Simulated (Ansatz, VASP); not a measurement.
One calculation of BaTiO3, two programs

```
CELL_PARAMETERS angstrom
2.81938 1.64237 2.29640
-2.82657 1.60793 2.32943
-0.03342 -3.29056 2.34127
ATOMIC_POSITIONS crystal
Ba 0.00264 0.01486 0.03540
Ti 0.51818 0.50163 0.52291
O 0.48318 0.47510 0.96887
O 0.47790 0.97063 0.46766
O 0.02053 0.49905 0.49555
```

Change from the starting cell: kmesh displaced: [2, 2, 2] Gamma-centred.

Alike in both runs: task single point; functional PBEsol; k mesh 2 × 2 × 2; occupations gaussian, width 0.02 eV; no spin polarisation.

|  | VASP | Ansatz |
| --- | --- | --- |
| version | VASP 6.6.1 | Ansatz 0.2.0 |
| potentials or method | VASP PAW PBE potentials, release 64 (Ba_sv, Ti_sv, O), cutoff 520 eV | scalar-relativistic, plane waves, PAW |
| valence electrons in the cell | 40 | 40 |

```csv
,VASP,Ansatz,Ansatz less VASP
gap on the k mesh at the Fermi level (eV),1.97,2.04,+0.061
least direct gap on the mesh (eV),2.35,2.37,+0.019
pressure (GPa),3.0,1.0,-2.03
"traceless stress, the component that is largest in VASP (GPa)",2.27,2.13,-0.141
rms of the force components (eV/Å),0.783,0.785,+0.0019
```

VASP's potentials were made for PBE, not for PBEsol. Atom by atom the forces differ by 0.055 eV/Å (rms over components). With one functional, cell and mesh, what is left measures potentials, basis and numerics.

The k mesh is coarse, so the values compare programs but aren't converged. Neither program's run includes spin-orbit coupling.
